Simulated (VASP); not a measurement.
Input of a VASP 6.6.1 run:

File INCAR:

```
PREC = Accurate
ENCUT = 600
EDIFF = 1E-6
ISMEAR = 0
SIGMA = 0.2
LREAL = F
LASPH = T
NELM = 120
ALGO = Normal
ISIF = 2
LWAVE = F
LCHARG = T
GGA = PE
LELF = T
LVHAR = T
NBANDS = 15
GGA_COMPAT = F
```

Contents of KPOINTS:

```
regular mesh
0
Gamma
  6 6 3
```

POSCAR

```
Al3N
1.0
    2.7489010700      0.0000000000      0.0000000000
    0.0000000000      2.7489010700      0.0000000000
    0.0000000000      0.0000000000      6.6087058006
Al N
3 1
Direct
    0.5000000000      0.5000000000      0.8101127300
    0.0000000000      0.0000000000      0.5000000000
    0.5000000000      0.5000000000      0.1898872700
    0.0000000000      0.0000000000      0.0000000000
```

Potentials or basis: VASP PAW PBE potentials, release 64 (Al, N).

Launch:

```sh
$ cat potpaw_PBE.64/Al/POTCAR potpaw_PBE.64/N/POTCAR > POTCAR
$ mpirun -np 1 vasp_std > vasp.out
```

Task: Predict the band gap on the k mesh.

Result: Zero (band 7 reaches 11.16 eV, above the bottom of band 8 at 8.33 eV).

Task: Estimate the largest force.

Result: 0.005 eV/Å.

Task: Estimate the pressure.

Result: -0.4 GPa.

Forces on the atoms (eV/Å):
```
Al   0.000  0.000  0.005
Al   0.000  0.000  0.000
Al   0.000  0.000 -0.005
N    0.000  0.000  0.000
```

Caveat: the k points lie up to 0.38 Å⁻¹ apart.
